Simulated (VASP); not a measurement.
Write the native input for VASP 6.6.1 that does the following.

* Task: single point
* Functional: r2SCAN
* Potentials or basis: VASP PAW PBE potentials, release 64 (Zn, O)
* Cutoff: 520 eV
* k mesh: 12 × 12 × 8
* Occupations: fermi-dirac, width 0.05 eV
* Spin: no spin polarisation
* Dipole correction: no
* Further INCAR settings: ALGO = Normal; EDIFF = 1e-07; NBANDS = 26

ZnO:

```
CELL_PARAMETERS angstrom
3.23520 0.00000 0.00000
-1.61760 2.80176 0.00000
0.00000 0.00000 5.21143
ATOMIC_POSITIONS crystal
Zn 0.33333 0.66667 0.49969
Zn 0.66667 0.33333 0.99969
O 0.66667 0.33333 0.37932
O 0.33333 0.66667 0.87932
```

One way to write it, as run:

POSCAR

```
ZnO
1.0
    3.2351954566      0.0000000000      0.0000000000
   -1.6175977283      2.8017614517      0.0000000000
    0.0000000000      0.0000000000      5.2114259597
Zn O
2 2
Direct
    0.3333333333      0.6666666667      0.4996928418
    0.6666666667      0.3333333333     -0.0003071582
    0.6666666667      0.3333333333      0.3793171582
    0.3333333333      0.6666666667      0.8793171582
```

INCAR.step1

```
ALGO     = Normal         # electronic algorithm
EDIFF    = 1E-4           # SCF threshold, eV
ENCUT    = 520            # plane-wave cutoff, eV
GGA      = PE             # functional
ISMEAR   = -1             # smearing method
LASPH    = True           # aspherical terms in the spheres
LCHARG   = False          # write CHGCAR
LREAL    = False          # projectors in reciprocal space
LWAVE    = True           # write WAVECAR
NBANDS   = 26             # bands
NELM     = 80             # most SCF steps
PREC     = Accurate       # precision mode
SIGMA    = 0.05           # smearing width, eV
```

INCAR.step2

```
ALGO     = Normal         # electronic algorithm
EDIFF    = 1E-7           # SCF threshold, eV
ENCUT    = 520            # plane-wave cutoff, eV
ISIF     = 2              # what is computed and relaxed
ISMEAR   = -1             # smearing method
ISTART   = 1            
LASPH    = True           # aspherical terms in the spheres
LCHARG   = True           # write CHGCAR
LELF     = True           # ELF
LMIXTAU  = True         
LREAL    = False          # projectors in reciprocal space
LVHAR    = True         
LWAVE    = False          # write WAVECAR
METAGGA  = R2SCAN         # meta-GGA
NBANDS   = 26             # bands
NELM     = 80             # most SCF steps
PREC     = Accurate       # precision mode
SIGMA    = 0.05           # smearing width, eV
```

KPOINTS

```
k-points
0
Gamma
  12 12 8
```

Potentials or basis: VASP PAW PBE potentials, release 64 (Zn, O).

Run with:

```bash
$ cat potpaw_PBE.64/Zn/POTCAR potpaw_PBE.64/O/POTCAR > POTCAR
$ cp INCAR.step1 INCAR
$ mpirun -np 1 vasp_std > vasp.out
$ cp INCAR.step2 INCAR
$ mpirun -np 1 vasp_std > vasp.out
```

Results of the run:

```yaml
Pressure: 1.0 GPa
Largest_force: 0.010 eV/Å
Band_gap_on_the_k_mesh: 1.23 eV, direct
```

Caveat: the PAW data sets were made with another functional, which shifts forces and pressure a little.

Run time: 3.6 min on 1 thread of Intel(R) Xeon(R) Platinum 8559C (Emerald Rapids) (shared host), peak memory 0.23 GiB.
